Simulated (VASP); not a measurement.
Set up this calculation in VASP 6.6.1, as the native input.

* Task: single point
* Functional: PBE
* Potentials or basis: VASP PAW PBE potentials, release 64 (Sn_d, O)
* Cutoff: 520 eV
* k mesh: 6 × 6 × 6
* Occupations: gaussian, width 0.01 eV
* Spin: no spin polarisation
* Dipole correction: no
* Further INCAR settings: ALGO = Normal; EDIFF = 1e-06; NBANDS = 35

The structure of SnO2 lies in POSCAR:

```
SnO2
1.0
   -1.9996377243      1.9996377243      5.1012500209
    1.9996377243     -1.9996377243      5.1012500209
    1.9996377243      1.9996377243     -5.1012500209
Sn O
2 4
Direct
    0.7500000000      0.2500000000      0.5000000000
    0.0000000000      0.0000000000      0.0000000000
    0.7963395984      0.7963395984      0.0000000000
    0.9536604016      0.4536604016      0.5000000000
    0.2036604016      0.2036604016      0.0000000000
    0.5463395984      0.0463395984      0.5000000000
```

These files were run (other wordings do the same):

INCAR

```
SYSTEM = SnO2
ALGO = Normal ; EDIFF = 1E-6
ENCUT = 520 ; GGA = PE
ISIF = 2 ; ISMEAR = 0
LASPH = .TRUE. ; LCHARG = .FALSE.
LREAL = .FALSE. ; LWAVE = .FALSE.
NBANDS = 35 ; NELM = 80
PREC = Accurate ; SIGMA = 0.01
```

KPOINTS

```
k-points
0
G
  6 6 6
  0 0 0
```

Potentials or basis: VASP PAW PBE potentials, release 64 (Sn_d, O).

Launch:

```bash
$ cat potpaw_PBE.64/Sn_d/POTCAR potpaw_PBE.64/O/POTCAR > POTCAR
$ mpirun -np 1 vasp_std > vasp.out
```

It gave:

| Property | Result |
| --- | --- |
| Pressure | 7.4 GPa |
| Largest force | 0.120 eV/Å |
| Band gap on the k mesh | 1.71 eV, indirect (least direct gap 2.09 eV) |

Caveat: spin-orbit coupling is left out, which moves the levels of the heavy elements.

Run time: 69 s on 1 thread of Intel(R) Xeon(R) 6975P-C (Granite Rapids), on a shared host, peak memory 0.33 GiB.
